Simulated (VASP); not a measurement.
Runs of VASP 6.6.1 on HfO2. The structure is that of space group Fm-3m (No. 225), or close to it. The cells are those of the table. 

```tsv
task	level	cell	cutoff (eV)	gap on the mesh (eV)	pressure (GPa)	relaxed volume (Å³/atom)
single point	PBE+D4	a = 3.589 Å, angles 60.0°, 3 atoms	520	(c)	-3.8	-
single point	r2SCAN	a = 3.577 Å, angles 60.0°, 3 atoms	520	4.31	-4.0	-
single point	RPBE	a = 3.630 Å, angles 60.0°, 3 atoms	520	3.81	(a)	-
relaxation of cell and atoms	RPBE	relaxed from a = 3.617 Å, angles 60.0°, 3 atoms	600	3.86	0.1	(b)
relaxation of cell and atoms	r2SCAN	relaxed from a = 3.617 Å, angles 60.0°, 3 atoms	600	(d)	0.0	10.62
single point	PBE+D3(BJ)	a = 3.587 Å, angles 60.0°, 3 atoms	520	3.80	-3.8	-
relaxation of cell and atoms	PBE+D3(BJ)	relaxed from a = 3.617 Å, angles 60.0°, 3 atoms	600	3.84	-0.1	10.71
relaxation of cell and atoms	PBE+D4	relaxed from a = 3.617 Å, angles 60.0°, 3 atoms	600	3.84	-0.1	10.72
```

Alike in all rows: potentials or basis VASP PAW PBE potentials, release 64 (Hf_pv, O); no spin polarisation; k mesh 6 × 6 × 6; smearing gaussian 0.01 eV.

Problem. Fill in the values left out.

Solution. (a) -3.5; (b) 11.09; (c) 3.79; (d) 4.36.

Caveats: spin-orbit coupling is left out, which moves the levels of the heavy elements; the cell stands under tension (at least some runs); the PAW data sets were made with another functional, which shifts forces and pressure a little (at least some runs).

A k mesh can miss the band edges, and the runs leave out spin-orbit coupling on Hf.
